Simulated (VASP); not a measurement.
BN:

```
CELL_PARAMETERS angstrom
2.53600 0.00000 0.00000
-1.26800 2.19624 0.00000
0.00000 0.00000 4.19900
ATOMIC_POSITIONS crystal
B 0.66667 0.33333 0.00000
B 0.33333 0.66667 0.50000
N 0.66667 0.33333 0.37500
N 0.33333 0.66667 0.87500
```

* Program: VASP 6.6.1
* Task: relaxation of cell and atoms
* Functional: PBE
* Potentials or basis: VASP PAW PBE potentials, release 64 (B, N)
* Cutoff: 600 eV
* k mesh: 12 × 12 × 6
* Occupations: gaussian, width 0.02 eV
* Spin: no spin polarisation

At the start: pressure 8.0 GPa; volume 5.85 Å³/atom.

Problem. How do energy, volume and symmetry change on relaxing?

Solution. Over 8 steps the energy falls by 3.0 meV/atom and the volume is 5.97 Å³/atom (+2.1 %); space group P6_3mc (No. 186, to 0.1 Å) before and after.

Step by step:
```csv
step,energy change (eV),largest force (eV/Å),pressure (GPa),volume (Å³)
1,0.0000,0.0578,7.99,23.39
2,0.0010,0.1020,-7.70,24.39
3,-0.0120,0.0246,0.02,23.87
4,-0.0120,0.0230,0.16,23.86
5,-0.0120,0.0237,0.09,23.87
6,-0.0121,0.0016,0.13,23.86
7,-0.0121,0.0009,-0.08,23.88
8,-0.0121,0.0001,0.00,23.87
```

Final structure:
```yaml
crystal:
  lattice:
    - [2.55450, 0.00000, 0.00000]
    - [-1.27725, 2.21226, 0.00000]
    - [0.00000, 0.00000, 4.22440]
  atoms:
    - { symbol: B, position: [0.66667, 0.33333, 0.00020] }
    - { symbol: B, position: [0.33333, 0.66667, 0.50020] }
    - { symbol: N, position: [0.66667, 0.33333, 0.37480] }
    - { symbol: N, position: [0.33333, 0.66667, 0.87480] }
```
